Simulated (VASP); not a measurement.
Wanted: the native input for a VASP 6.6.1 run.

```yaml
Task: single point
Functional: PBE
Potentials_or_basis: VASP PAW PBE potentials, release 64 (Ga_d, N)
Cutoff: 600 eV
k_mesh: 10 × 10 × 10
Occupations: gaussian, width 0.02 eV
Spin: no spin polarisation
Dipole_correction: no
Further_INCAR_settings: ALGO = Normal; EDIFF = 1e-06; NBANDS = 16
```

The structure of GaN (pbe) lies in POSCAR:

```
GaN
1.0
    0.0000000000      2.2742347260      2.2742347260
    2.2742347260      0.0000000000      2.2742347260
    2.2742347260      2.2742347260      0.0000000000
Ga N
1 1
Direct
    0.0000000000      0.0000000000      0.0000000000
    0.2500000000      0.2500000000      0.2500000000
```

One way to write it, as run:

INCAR

```
SYSTEM = GaN
PREC = Accurate ; ENCUT = 600
EDIFF = 1E-6 ; ISMEAR = 0
SIGMA = 0.02 ; LREAL = .False.
LASPH = .True. ; NELM = 120
ALGO = Normal ; ISIF = 2
LWAVE = .False. ; LCHARG = .False.
GGA = PE ; NBANDS = 16
GGA_COMPAT = .False.
```

KPOINTS

```
regular mesh
0
Gamma
  10 10 10
  0 0 0
```

Potentials or basis: VASP PAW PBE potentials, release 64 (Ga_d, N).

Launch:

```console
$ cat potpaw_PBE.64/Ga_d/POTCAR potpaw_PBE.64/N/POTCAR > POTCAR
$ mpirun -np 1 vasp_std > vasp.out
```

Results of the run:

The pressure is 0.0 GPa and the band gap on the k mesh is 1.55 eV, direct.

Wall time 13 s on 1 thread of Intel(R) Xeon(R) Platinum 8559C (Emerald Rapids) (shared host), peak memory 0.16 GiB.
